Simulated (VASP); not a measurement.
# TiO2 (Pbcn) in VASP: notebook, part 2 of 2

VASP 6.6.1.

### Step 3. Single point, r2SCAN+U

This run uses another cell than the first one, of 10.35 Å³/atom.

The input, POSCAR:

```
TiO2
1.0
    4.5563680543      0.0000000000      0.0000000000
    0.0000000000      5.5091832287      0.0000000000
    0.0000000000      0.0000000000      4.9471610105
Ti O
4 8
Direct
    0.5000000000      0.6685858267      0.7500000000
    0.0000000000      0.8314141733      0.2500000000
    0.5000000000      0.3314141733      0.2500000000
    0.0000000000      0.1685858267      0.7500000000
    0.7275911758      0.6163679025      0.0809487353
    0.2275911758      0.8836320975      0.9190512647
    0.7724088242      0.8836320975      0.5809487353
    0.2724088242      0.6163679025      0.4190512647
    0.7275911758      0.3836320975      0.5809487353
    0.2275911758      0.1163679025      0.4190512647
    0.7724088242      0.1163679025      0.0809487353
    0.2724088242      0.3836320975      0.9190512647
```

The input, INCAR.step1:

```
ALGO = Normal
EDIFF = 1E-4
ENCUT = 520
GGA = PE
ISMEAR = 0
KPAR = 4
LASPH = True
LCHARG = False
LDAU = True
LDAUJ = 0 0
LDAUL = 2 -1
LDAUTYPE = 2
LDAUU = 4 0
LMAXMIX = 4
LREAL = False
LWAVE = True
NBANDS = 60
NELM = 150
PREC = Accurate
SIGMA = 0.02
```

The input, INCAR.step2:

```
ALGO = Normal
EDIFF = 1E-6
ENCUT = 520
ISIF = 2
ISMEAR = 0
ISTART = 1
KPAR = 4
LASPH = True
LCHARG = False
LDAU = True
LDAUJ = 0 0
LDAUL = 2 -1
LDAUPRINT = 1
LDAUTYPE = 2
LDAUU = 4 0
LMAXMIX = 4
LMIXTAU = True
LREAL = False
LWAVE = False
METAGGA = R2SCAN
NBANDS = 60
NELM = 150
PREC = Accurate
SIGMA = 0.02
```

The input, KPOINTS:

```
k-points
0
Gamma
  6 4 6
```

Potentials or basis: VASP PAW PBE potentials, release 64 (Ti_sv, O).

Run with:

```bash
cat potpaw_PBE.64/Ti_sv/POTCAR potpaw_PBE.64/O/POTCAR > POTCAR
cp INCAR.step1 INCAR
mpirun -np 4 vasp_std > vasp.out
cp INCAR.step2 INCAR
mpirun -np 4 vasp_std > vasp.out
```

It took 11 min on 4 MPI ranks of Oxide Virtual Turin-like, shared host; peak memory 0.4 GiB.

Results (log left out):

* Free energy: -129.3063 eV
* Pressure: 5.8 GPa
* Largest force: 0.294 eV/Å
* Band gap on the k mesh: 3.48 eV (least direct gap 3.54 eV)

Forces on the atoms (eV/Å):
```
Ti   0.000 -0.294  0.000
Ti   0.000  0.294  0.000
Ti   0.000  0.294  0.000
Ti   0.000 -0.294  0.000
O    0.002 -0.153  0.015
O    0.002  0.153 -0.015
O   -0.002  0.153  0.015
O   -0.002 -0.153 -0.015
O    0.002  0.153  0.015
O    0.002 -0.153 -0.015
O   -0.002 -0.153  0.015
O   -0.002  0.153 -0.015
```

Stress tensor (GPa, compression positive):
```
6.11 0.00 0.00
0.00 5.18 0.00
0.00 0.00 6.18
```

Levels at points of the mesh, in eV from the valence-band top:
| k point | band 46 | band 47 | band 48 | band 49 | band 50 | band 51 |
| --- | --- | --- | --- | --- | --- | --- |
| (0.00, 0.00, 0.00) | -0.41 | -0.05 | 0.00 | 3.54 | 3.55 | 3.59 |
| (0.50, 0.00, 0.00) | -0.40 | -0.26 | -0.26 | 3.94 | 3.94 | 4.13 |
| (0.00, 0.50, 0.00) | -1.23 | -0.17 | -0.17 | 3.72 | 3.72 | 4.06 |
| (0.50, 0.50, 0.00) | -0.61 | -0.37 | -0.37 | 3.78 | 3.78 | 3.87 |
| (0.00, 0.00, 0.50) | -0.43 | -0.32 | -0.32 | 3.48 | 3.48 | 3.92 |
| (0.50, 0.00, 0.50) | -0.49 | -0.49 | -0.49 | 3.83 | 3.83 | 3.83 |
| (0.00, 0.50, 0.50) | -0.48 | -0.48 | -0.48 | 3.82 | 3.82 | 3.82 |
| (0.50, 0.50, 0.50) | -0.81 | -0.81 | -0.81 | 3.77 | 3.77 | 3.77 |

Eigenvalues of the final occupation matrices:
```
    site  spin  trace               eigenvalues
site 1 d     1   0.76  0.08 0.09 0.10 0.24 0.25
site 1 d     2   0.76  0.08 0.09 0.10 0.24 0.25
site 2 d     1   0.76  0.08 0.09 0.10 0.24 0.25
site 2 d     2   0.76  0.08 0.09 0.10 0.24 0.25
site 3 d     1   0.76  0.08 0.09 0.10 0.24 0.25
site 3 d     2   0.76  0.08 0.09 0.10 0.24 0.25
site 4 d     1   0.76  0.08 0.09 0.10 0.24 0.25
site 4 d     2   0.76  0.08 0.09 0.10 0.24 0.25
```

Caveat: the cell stands under pressure; the PAW data sets were made with another functional, which shifts forces and pressure a little.

### Step 4. Single point, r2SCAN+U (biaxial strain in the a-b plane: +2.0 %, then relaxed in part)

The input, POSCAR:

```
TiO2
1.0
    4.6474954123      0.0000000000      0.0000000000
    0.0000000000      5.6193668964      0.0000000000
    0.0000000000      0.0000000000      4.8655347908
Ti O
4 8
Direct
    0.5000000000      0.6733625177      0.7500000000
    0.0000000000      0.8266374823      0.2500000000
    0.5000000000      0.3266374823      0.2500000000
    0.0000000000      0.1733625177      0.7500000000
    0.7268706414      0.6169287356      0.0821693046
    0.2268706414      0.8830712644      0.9178306954
    0.7731293586      0.8830712644      0.5821693046
    0.2731293586      0.6169287356      0.4178306954
    0.7268706414      0.3830712644      0.5821693046
    0.2268706414      0.1169287356      0.4178306954
    0.7731293586      0.1169287356      0.0821693046
    0.2731293586      0.3830712644      0.9178306954
```

The input, INCAR.step1:

```
ALGO = Normal
EDIFF = 1E-4
ENCUT = 520
GGA = PE
ISMEAR = 0
KPAR = 4
LASPH = T
LCHARG = F
LDAU = T
LDAUJ = 0 0
LDAUL = 2 -1
LDAUTYPE = 2
LDAUU = 4 0
LMAXMIX = 4
LREAL = F
LWAVE = T
NBANDS = 60
NELM = 150
PREC = Accurate
SIGMA = 0.02
```

The input, INCAR.step2:

```
ALGO = Normal
EDIFF = 1E-7
ENCUT = 520
ISIF = 2
ISMEAR = 0
ISTART = 1
KPAR = 4
LASPH = T
LCHARG = F
LDAU = T
LDAUJ = 0 0
LDAUL = 2 -1
LDAUPRINT = 1
LDAUTYPE = 2
LDAUU = 4 0
LMAXMIX = 4
LMIXTAU = T
LREAL = F
LWAVE = F
METAGGA = R2SCAN
NBANDS = 60
NELM = 150
PREC = Accurate
SIGMA = 0.02
```

KPOINTS is that of step 3.

Run with:

```bash
cat potpaw_PBE.64/Ti_sv/POTCAR potpaw_PBE.64/O/POTCAR > POTCAR
cp INCAR.step1 INCAR
mpirun -np 4 vasp_std > vasp.out
cp INCAR.step2 INCAR
mpirun -np 4 vasp_std > vasp.out
```

Wall time 27 min (4 MPI ranks of Oxide Virtual Turin-like, shared host); peak memory 0.39 GiB.

Results (log left out):

```
Free energy            : -129.2400 eV
Pressure               : 0.1 GPa
Largest force          : 0.338 eV/Å
Band gap on the k mesh : 3.45 eV
```

Forces in eV/Å, atoms in the order of the input:
```
Ti   0.000 -0.338  0.000
Ti   0.000  0.338  0.000
Ti   0.000  0.338  0.000
Ti   0.000 -0.338  0.000
O   -0.014 -0.175  0.039
O   -0.014  0.175 -0.039
O    0.014  0.175  0.039
O    0.014 -0.175 -0.039
O   -0.014  0.175  0.039
O   -0.014 -0.175 -0.039
O    0.014 -0.175  0.039
O    0.014  0.175 -0.039
```

Stress tensor (GPa, compression positive):
```
-1.56  0.00  0.00
 0.00 -3.34  0.00
 0.00  0.00  5.33
```

Levels at points of the mesh, in eV from the valence-band top:
| k point | band 46 | band 47 | band 48 | band 49 | band 50 | band 51 |
| --- | --- | --- | --- | --- | --- | --- |
| (0.00, 0.00, 0.00) | -0.26 | -0.02 | 0.00 | 3.45 | 3.58 | 3.63 |
| (0.50, 0.00, 0.00) | -0.39 | -0.17 | -0.17 | 3.92 | 3.92 | 4.14 |
| (0.00, 0.50, 0.00) | -1.12 | -0.10 | -0.10 | 3.74 | 3.74 | 4.03 |
| (0.50, 0.50, 0.00) | -0.47 | -0.31 | -0.31 | 3.76 | 3.76 | 3.86 |
| (0.00, 0.00, 0.50) | -0.36 | -0.28 | -0.28 | 3.46 | 3.46 | 3.94 |
| (0.50, 0.00, 0.50) | -0.51 | -0.51 | -0.51 | 3.77 | 3.77 | 3.77 |
| (0.00, 0.50, 0.50) | -0.39 | -0.39 | -0.39 | 3.78 | 3.78 | 3.78 |
| (0.50, 0.50, 0.50) | -0.74 | -0.74 | -0.74 | 3.76 | 3.76 | 3.76 |

Eigenvalues of the final occupation matrices:
```
    site  spin  trace               eigenvalues
site 1 d     1   0.76  0.09 0.09 0.10 0.23 0.25
site 1 d     2   0.76  0.09 0.09 0.10 0.23 0.25
site 2 d     1   0.76  0.09 0.09 0.10 0.23 0.25
site 2 d     2   0.76  0.09 0.09 0.10 0.23 0.25
site 3 d     1   0.76  0.09 0.09 0.10 0.23 0.25
site 3 d     2   0.76  0.09 0.09 0.10 0.23 0.25
site 4 d     1   0.76  0.09 0.09 0.10 0.23 0.25
site 4 d     2   0.76  0.09 0.09 0.10 0.23 0.25
```

Caveat: the cell differs from its parent crystal (biaxial strain in the a-b plane: +2.0 %, then relaxed in part); the stress differs along the axes, from -3 to 5 GPa; the PAW data sets were made with another functional, which shifts forces and pressure a little.

### Step 5. The runs side by side

| cell | gap on the mesh (eV) | pressure (GPa) | largest force (eV/Å) |
| --- | --- | --- | --- |
| a = 4.511, b = 5.454, c = 4.977 Å, 12 atoms, atomic positions A | 3.50 | 9.5 | 0.39 |
| a = 4.556, b = 5.509, c = 4.947 Å, 12 atoms, atomic positions A | 3.48 | 5.8 | 0.29 |
| a = 4.647, b = 5.619, c = 4.866 Å, 12 atoms, atomic positions B | 3.45 | 0.1 | 0.34 |

Alike in all rows: task single point; level r2SCAN+U; potentials or basis VASP PAW PBE potentials, release 64 (Ti_sv, O); no spin polarisation; Ti d U = 4.0 eV; k mesh 6 × 4 × 6; cutoff (eV) 520; smearing gaussian 0.02 eV.

Caveats: the PAW data sets were made with another functional, which shifts forces and pressure a little; the cell stands under pressure (at least some runs); the stress differs along the axes, from -3 to 5 GPa (at least some runs).

Total energies depend on the potentials used, so only differences within one code and one set of settings carry meaning.
